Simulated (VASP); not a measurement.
# SrO (P1) in VASP: a series of runs

SrO is run at these levels: PBE; tasks: single point.

Program: VASP 6.6.1. These are calculated values, not measurements. Logs are shortened: lines on timing, memory, paths and dates and some standing lists are left out, and cuts for length are marked.

## (1) The cell of the first run

The typed cell holds 16 atoms: a = 6.786 Å, b = 6.786 Å, c = 7.503 Å, α = 90.00°, β = 90.00°, γ = 100.66°.

## (2) Single point, PBE

File INCAR:

```
SYSTEM = SrO
PREC     = Accurate       ! precision mode
ENCUT    = 520            ! plane-wave cutoff, eV
EDIFF    = 1E-7           ! SCF threshold, eV
ISMEAR   = -1             ! smearing method
SIGMA    = 0.1034         ! smearing width, eV
LREAL    = Auto         
LASPH    = .TRUE.         ! aspherical terms in the spheres
NELM     = 80             ! most SCF steps
ALGO     = Normal         ! electronic algorithm
ISIF     = 2              ! what is computed and relaxed
LWAVE    = .FALSE.        ! write WAVECAR
LCHARG   = .FALSE.        ! write CHGCAR
GGA      = PE             ! functional
NBANDS   = 78             ! bands
```

File KPOINTS:

```
Automatic mesh
0
Gamma
  2 2 2
  0.5 0.5 0.5
```

File POSCAR:

```
SrO
1.0
    2.1658644263      3.7513872287      5.2234395464
    2.1658644263      3.7513872287     -5.2234395464
   -6.4975932790      3.7513872287      0.0000000000
Sr O
8 8
Direct
    0.7254375852      0.7813252809      0.1829371337
    0.9782945794      0.0471035592      0.6923107000
    0.2095169293      0.2693437919      0.1724172864
    0.5035852321      0.5403070125      0.6332926517
    0.4718760625      0.0419759976      0.8131509115
    0.6946608561      0.2491134387      0.3140649290
    0.9590714447      0.5482222368      0.8490874279
    0.2081681031      0.7625501294      0.3357712609
    0.4676718073      0.0070712818      0.1351731527
    0.7223910754      0.2973745742      0.6762504138
    0.9638622849      0.5157106447      0.2045150131
    0.2168100743      0.7930839975      0.6802185755
    0.7530703765      0.7981753304      0.8257301839
    0.9608386178      0.0210507718      0.3502802040
    0.2168351364      0.3261542919      0.8514477975
    0.4564142279      0.5352260905      0.3145431549
```

Potentials or basis: VASP PAW PBE potentials, release 64 (Sr_sv, O).

The run is started by

```
$ cat potpaw_PBE.64/Sr_sv/POTCAR potpaw_PBE.64/O/POTCAR > POTCAR
$ mpirun -np 1 vasp_std > vasp.out
```

OUTCAR:

```text
SYSTEM = SrO
   PREC = Accurate
   ENCUT = 520
   EDIFF = 1E-7
   ISMEAR = -1
   LREAL = Auto
   LASPH = .TRUE.
   NELM = 80
   ISIF = 2
   GGA = PE

 ion  position               nearest neighbor table
   1  0.725  0.781  0.183-  14 2.41  16 2.44   9 2.55  11 2.64  13 2.69   6 3.37   8 3.50   7 3.50
                             8 3.67   6 3.71   5 3.86   4 3.93   3 4.21   2 4.31   2 4.43   3 4.45
   2  0.978  0.047  0.692-  13 2.29  15 2.55  14 2.57  12 2.58  10 2.65   5 3.48   5 3.55   7 3.56
                             7 3.62   8 3.80   6 3.82   3 4.10   4 4.28   1 4.31   3 4.37   1 4.43
   3  0.210  0.269  0.172-  15 2.44  16 2.47  14 2.53  11 2.58   9 2.73   6 3.49   8 3.57   6 3.63
                             8 3.65   7 3.68   5 3.72   2 4.10   1 4.21   4 4.24   2 4.37   1 4.45
   4  0.504  0.540  0.633-  16 2.41  10 2.44  13 2.63  15 2.74  12 2.84   7 3.48   6 3.50   8 3.52
                             5 3.61   5 3.71   1 3.93   7 4.04   3 4.24   2 4.28   2 4.44   1 4.59
   5  0.472  0.042  0.813-  12 2.40  10 2.42   9 2.43  13 2.75  15 2.83   2 3.48   2 3.55   4 3.61
                             4 3.71   3 3.72   1 3.86   6 4.18   6 4.20   8 4.29   7 4.31   7 4.37
   6  0.695  0.249  0.314-   9 2.44  11 2.46  14 2.60  10 2.74  16 2.75   1 3.37   3 3.49   4 3.50
                             3 3.63   1 3.71   2 3.82   5 4.18   5 4.20   8 4.22   7 4.26   8 4.45
   7  0.959  0.548  0.849-  13 2.40  10 2.48  15 2.51  12 2.52  11 2.68   4 3.48   1 3.50   2 3.56
                             2 3.62   3 3.68   4 4.04   8 4.17   6 4.26   5 4.31   8 4.35   5 4.37
   8  0.208  0.763  0.336-  11 2.34  16 2.49  12 2.59  14 2.64   9 2.65   1 3.50   4 3.52   3 3.57
                             3 3.65   1 3.67   2 3.80   7 4.17   6 4.22   5 4.29   7 4.35   6 4.45
   9  0.468  0.007  0.135-   5 2.43   6 2.44   1 2.55   8 2.65   3 2.73
  10  0.722  0.297  0.676-   5 2.42   4 2.44   7 2.48   2 2.65   6 2.74
  11  0.964  0.516  0.205-   8 2.34   6 2.46   3 2.58   1 2.64   7 2.68
  12  0.217  0.793  0.680-   5 2.40   7 2.52   2 2.58   8 2.59   4 2.84
  13  0.753  0.798  0.826-   2 2.29   7 2.40   4 2.63   1 2.69   5 2.75
  14  0.961  0.021  0.350-   1 2.41   3 2.53   2 2.57   6 2.60   8 2.64
  15  0.217  0.326  0.851-   3 2.44   7 2.51   2 2.55   4 2.74   5 2.83
  16  0.456  0.535  0.315-   4 2.41   1 2.44   3 2.47   8 2.49   6 2.75

  LATTYP: Found a base centered orthorhombic cell.
 ALAT       =     8.6634577053
 B/A-ratio  =     1.2058556120
 C/A-ratio  =     0.8660254038

  Lattice vectors:

 A1 = (   2.1658644263,   3.7513872287,   5.2234395464)
 A2 = (   2.1658644263,   3.7513872287,  -5.2234395464)
 A3 = (  -6.4975932790,   3.7513872287,   0.0000000000)

Analysis of symmetry for initial positions (statically):
=====================================================================
 Subroutine PRICEL returns:
 Original cell was already a primitive cell.

 Routine SETGRP: Setting up the symmetry group for a
 base centered orthorhombic supercell.
[... 139 lines left out ...]
   EMIN   =  10.00;   EMAX   =-10.00  energy-range for DOS
   EFERMI =   0.00;   METHOD = LEGACY
   ISMEAR =    -1;   SIGMA  =   0.10  broadening in eV -4-tet -1-fermi 0-gaus
   EFERMI_NEDOS =   21; number of points for ismear=-14 and -15
   IALGO  =     38    algorithm
   IMIX   =      4    mixing-type and parameters
     AMIX     =   0.40;   BMIX     =  1.00
     AMIX_MAG =   1.60;   BMIX_MAG =  1.00
  volume/ion in A,a.u.               =      21.22       143.20
  Fermi-wavevector in a.u.,A,eV,Ry     =   1.182646  2.234878 19.029823  1.398653
  Thomas-Fermi vector in A             =   2.318896
   LORBIT       =      0    0 simple, 1 ext, 2 COOP (PROOUT), +10 PAW based schemes
   GGA     = PE    functional components
   LHFCALC =     F    Hartree Fock is set to
   AEXX    =    0.0000 exact exchange contribution
   IVDW    =     0    specifies the selected vdW correction
   LEPSILON=     F    determine dielectric tensor
   LRPA    =     F    only Hartree local field effects (RPA)
 non-spin polarized calculation
  energy-cutoff  :      520.00
  volume of cell :      339.52
 maximum number of plane-waves:      9170
 NGX is ok and might be reduce to    50
   NGX = 25   NGY = 25   NGZ = 27

 number of electron     128.0000006 magnetization

 Free energy of the ion-electron system (eV)
  ---------------------------------------------------
  ext. energy  EPLUGINS =         0.00000000
  ---------------------------------------------------
  free energy    TOTEN  =       -94.14429026 eV

  energy without entropy =      -94.14428822  energy(sigma->0) =      -94.14428924

 E-fermi :   2.2624     XC(G=0):  -8.7773

 val. band max:        0.7132379237   @ k =   0.2500   0.2500   0.2500
 cond. band min:       3.7409940021   @ k =   0.2500  -0.2500   0.2500
 fundamental gap:      3.0277560784
 Fermi energy:         2.2623549441

 k-point     1 :       0.2500    0.2500    0.2500
  band No.  band energies     occupation
      1     -32.4033      2.00000
      2     -32.2415      2.00000
      3     -32.0474      2.00000
      4     -31.9317      2.00000
      5     -31.8864      2.00000
      6     -31.7431      2.00000
[... 305 lines left out ...]
     75       6.7118      0.00000
     76       6.9650      0.00000
 [bands above 76 left out]

------------------------ aborting loop because EDIFF is reached ----------------------------------------

  FORCE on cell =-STRESS in cart. coord.  units (eV):
  Direction    XX          YY          ZZ          XY          YZ          ZX
  --------------------------------------------------------------------------------------
  -------------------------------------------------------------------------------------
  Total       -3.2278224      0.6027918     -0.5378216      1.3687995     -0.1067248     -0.5865919
  in kB      -15.2317740      2.8445148     -2.5379268      6.4592291     -0.5036236     -2.7680688
  external PRESSURE =      -4.9750620 kB  Pullay stress =       0.0000000 kB

 VOLUME and BASIS-vectors are now :
 -----------------------------------------------------------------------------
  energy-cutoff  :      520.00
  volume of cell :      339.52
      direct lattice vectors                 reciprocal lattice vectors
     2.165864426  3.751387229  5.223439546     0.057713677  0.099963021  0.095722368
     2.165864426  3.751387229 -5.223439546     0.057713677  0.099963021 -0.095722368
    -6.497593279  3.751387229  0.000000000    -0.115427354  0.066642014  0.000000000

 POSITION                                       TOTAL-FORCE (eV/Angst)
 -----------------------------------------------------------------------------------
      2.07479      6.33872     -0.29193         0.494973     -1.003709     -0.029819
     -2.27748      6.44379      4.86402         1.194107      0.172456     -0.110475
     -0.08315      2.44320     -0.31250         0.384772     -0.055618     -0.257619
     -1.85395      6.29177     -0.19181        -1.529954      0.487203     -0.932359
     -4.17059      4.97810      2.24556        -0.839691      0.206429      0.263084
      0.00342      4.71864      2.32729        -0.015887      1.234411      0.149936
[... 8 lines left out ...]
     -4.35632      5.23107     -0.57102         0.185966     -0.429098      0.873971
      0.10399      4.90000     -0.41167        -0.376382      0.113113      0.630722
 -----------------------------------------------------------------------------------
    total drift:                                0.001469      0.001544     -0.005484

  FREE ENERGIE OF THE ION-ELECTRON SYSTEM (eV)
  ---------------------------------------------------
  free  energy   TOTEN  =       -94.1442902632 eV

  energy  without entropy=      -94.1442882207  energy(sigma->0) =      -94.14428924
```

stdout:

```text
POSCAR found type information on POSCAR SrO
 POSCAR found :  2 types and      16 ions
 scaLAPACK will be used
 LDA part: xc-table for (Slater+PW92), standard interpolation
 POSCAR, INCAR and KPOINTS ok, starting setup
 FFT: planning ... GRIDC
 FFT: planning ... GRID_SOFT
 FFT: planning ... GRID
 WAVECAR not read
 entering main loop
```

Wall time 2.2 min (1 thread of Intel Xeon Platinum 8488C (Sapphire Rapids), shared host); peak memory 0.37 GiB.

Results:

```yaml
Free_energy: -94.1443 eV
Pressure: -0.5 GPa
Largest_force: 1.857 eV/Å
Band_gap_on_the_k_mesh: 3.03 eV (least direct gap 3.15 eV)
```

Forces on the atoms (eV/Å):
```
Sr   0.495 -1.004 -0.030
Sr   1.194  0.172 -0.110
Sr   0.385 -0.056 -0.258
Sr  -1.530  0.487 -0.932
Sr  -0.840  0.206  0.263
Sr  -0.016  1.234  0.150
Sr   0.442  0.396  1.176
Sr  -0.088  0.552 -0.308
O   -0.651  0.477 -0.381
O    0.471 -0.476 -0.037
O    0.324 -0.822 -0.322
O    0.667 -0.180  0.132
O   -0.866 -0.593 -0.665
O    0.203 -0.078 -0.183
O    0.186 -0.429  0.874
O   -0.376  0.113  0.631
```

Stress tensor (GPa, compression positive):
```
-1.52  0.65 -0.28
 0.65  0.28 -0.05
-0.28 -0.05 -0.25
```

Caveat: the atoms stand as in a frame of molecular dynamics; a shifted mesh leaves out Γ, where band edges can lie; forces of over 1 eV/Å act on the atoms, so gaps and moduli don't describe the material at rest.

## (3) Single point, PBE

File INCAR:

```
SYSTEM = SrO
PREC     = Accurate       ! precision mode
ENCUT    = 520            ! plane-wave cutoff, eV
EDIFF    = 1E-7           ! SCF threshold, eV
ISMEAR   = -1             ! smearing method
SIGMA    = 0.1034         ! smearing width, eV
LREAL    = Auto         
LASPH    = .True.         ! aspherical terms in the spheres
NELM     = 60             ! most SCF steps
ALGO     = Normal         ! electronic algorithm
ISIF     = 2              ! what is computed and relaxed
LWAVE    = .False.        ! write WAVECAR
LCHARG   = .False.        ! write CHGCAR
GGA      = PE             ! functional
NBANDS   = 78             ! bands
```

KPOINTS is that of step 2.

File POSCAR:

```
SrO
1.0
    2.1658644263      3.7513872287      5.2234395464
    2.1658644263      3.7513872287     -5.2234395464
   -6.4975932790      3.7513872287      0.0000000000
Sr O
8 8
Direct
    0.6849115956      0.7418049505      0.1552585042
    0.9833970044      0.0641892760      0.6466163205
    0.2019198598      0.2775185140      0.1652572687
    0.4735530015      0.5492582904      0.6921617588
    0.4829388500      0.0317210310      0.8451157670
    0.7170317282      0.2681845694      0.3448068900
    1.0028614794      0.5486199822      0.8121401693
    0.1960427458      0.7710443273      0.3441681239
    0.4300037011      0.0139209685      0.1894242371
    0.7676060611      0.2926938930      0.6711403383
    0.9647781661      0.5325832531      0.1143626262
    0.2412345907      0.7907083568      0.6755382080
    0.7262576162      0.7911089459      0.8444653309
    0.9710713144      0.0245415506      0.3218243120
    0.2538407531      0.2794376800      0.8085451893
    0.4466660637      0.5009448579      0.3444425788
```

Potentials or basis: VASP PAW PBE potentials, release 64 (Sr_sv, O).

The run is started by

```
$ cat potpaw_PBE.64/Sr_sv/POTCAR potpaw_PBE.64/O/POTCAR > POTCAR
$ mpirun -np 1 vasp_std > vasp.out
```

Wall time 2.3 min (1 thread of Intel Xeon Platinum 8488C (Sapphire Rapids), shared host); peak memory 0.37 GiB.

Results (log left out):

```
Free energy            : -93.9910 eV
Pressure               : 0.0 GPa
Largest force          : 2.078 eV/Å
Band gap on the k mesh : 3.26 eV (least direct gap 3.35 eV)
```

Forces in eV/Å, atoms in the order of the input:
```
Sr   0.064  1.074  0.187
Sr  -1.044  0.158  1.251
Sr   0.372 -0.257  0.534
Sr   1.415 -0.334  0.899
Sr   0.260  0.304 -0.511
Sr   0.183 -0.845 -0.568
Sr  -0.733 -0.379 -0.795
Sr   0.490 -0.122  0.136
O    0.749  0.393  0.627
O    0.157 -0.882 -0.738
O   -1.968  0.659  0.114
O    0.730  0.252 -0.087
O    0.464 -0.100 -0.157
O   -0.514 -0.389 -0.555
O   -0.862  0.113 -0.354
O    0.236  0.355  0.017
```

Stress tensor (GPa, compression positive):
```
 0.40  0.28 -0.36
 0.28 -0.14 -0.21
-0.36 -0.21 -0.21
```

Levels at points of the mesh, in eV from the valence-band top:
```tsv
k point	band 60	band 61	band 62	band 63	band 64	band 65	band 66	band 67	band 68	band 69
(0.25, 0.25, 0.25)	-0.32	-0.22	-0.20	-0.10	-0.01	3.54	3.83	4.02	4.53	4.79
```

Caveat: the atoms stand as in a frame of molecular dynamics; a shifted mesh leaves out Γ, where band edges can lie; forces of over 1 eV/Å act on the atoms, so gaps and moduli don't describe the material at rest. A k mesh can miss the band edges.

## (4) Single point, PBE

File INCAR:

```
SYSTEM = SrO
ALGO = Normal
EDIFF = 1E-7
ENCUT = 520
GGA = PE
ISIF = 2
ISMEAR = -1
LASPH = .True.
LCHARG = .False.
LREAL = Auto
LWAVE = .False.
NBANDS = 78
NELM = 80
PREC = Accurate
SIGMA = 0.1034
```

KPOINTS is that of step 3.

File POSCAR:

```
SrO
1.0
    2.1658644263      3.7513872287      5.2234395464
    2.1658644263      3.7513872287     -5.2234395464
   -6.4975932790      3.7513872287      0.0000000000
Sr O
8 8
Direct
    0.7108203829      0.7608378087      0.1635022506
    0.9861111873      0.0183096161      0.6543546363
    0.2029239936      0.2637318190      0.1684745685
    0.4858865446      0.5394740318      0.6642930407
    0.5063315023      0.0629629174      0.8531644401
    0.6880595710      0.2738231315      0.3444767057
    0.9763568837      0.5456807019      0.8251589215
    0.2129435622      0.7833230934      0.3207088254
    0.4638996687      0.0266657389      0.1627241226
    0.7016212517      0.3044957597      0.6911599189
    0.9425408885      0.5188187452      0.2031598144
    0.2120693004      0.7905888703      0.6563585132
    0.7431355493      0.7809305689      0.8165682832
    0.9487530840     -0.0035533333      0.3273737559
    0.2034085492      0.3141145303      0.8429179224
    0.4393810833      0.5168687227      0.3318664842
```

The run is started by

```
$ cat potpaw_PBE.64/Sr_sv/POTCAR potpaw_PBE.64/O/POTCAR > POTCAR
$ mpirun -np 1 vasp_std > vasp.out
```

Run time: 2.3 min. Hardware: 1 thread of Intel Xeon Platinum 8488C (Sapphire Rapids), shared host; peak memory 0.37 GiB.

It converged, with:

```yaml
Free_energy: -94.4647 eV
Pressure: 0.2 GPa
Largest_force: 1.602 eV/Å
Band_gap_on_the_k_mesh: 3.43 eV (least direct gap 3.61 eV)
```

Forces in eV/Å, atoms in the order of the input:
```
Sr  -0.095 -0.104 -0.062
Sr   0.029  0.635 -0.641
Sr   0.061 -0.100 -0.887
Sr  -0.287 -0.307 -1.380
Sr  -0.216 -1.585  0.100
Sr   0.042  0.343  0.580
Sr  -0.402  0.040  0.489
Sr  -0.836 -0.352  0.589
O   -0.237  0.268 -0.115
O    1.035 -0.033  0.637
O    0.587 -0.351  0.131
O    0.265  0.589  0.336
O   -0.468  0.319 -0.876
O    0.207  0.475 -0.429
O    0.095 -0.085  1.114
O    0.220  0.247  0.412
```

Stress tensor (GPa, compression positive):
```
 0.31  0.53 -0.25
 0.53 -0.74 -0.15
-0.25 -0.15  1.04
```

Levels at points of the mesh, in eV from the valence-band top:
```tsv
k point	band 61	band 62	band 63	band 64	band 65	band 66	band 67	band 68
(0.25, 0.25, 0.25)	-0.20	-0.14	-0.12	0.00	3.77	3.94	4.12	4.58
```

Caveat: the atoms stand as in a frame of molecular dynamics; a shifted mesh leaves out Γ, where band edges can lie; forces of over 1 eV/Å act on the atoms, so gaps and moduli don't describe the material at rest. A k mesh can miss the band edges.

## (5) Overview

```csv
cell,gap on the mesh (eV),pressure (GPa),largest force (eV/Å)
"as given, atomic positions A",3.03,-0.5,1.86
"as given, atomic positions B",3.26,0.0,2.08
"as given, atomic positions C",3.43,0.2,1.60
```

Alike in all rows: task single point; level PBE; potentials or basis VASP PAW PBE potentials, release 64 (Sr_sv, O); no spin polarisation; k mesh 2 × 2 × 2, shifted; cutoff (eV) 520; smearing fermi-dirac 0.1034 eV.

Caveats: the atoms stand as in a frame of molecular dynamics; a shifted mesh leaves out Γ, where band edges can lie; forces of over 1 eV/Å act on the atoms, so gaps and moduli don't describe the material at rest.

Total energies depend on the potentials used, so only differences within one code and one set of settings carry meaning.
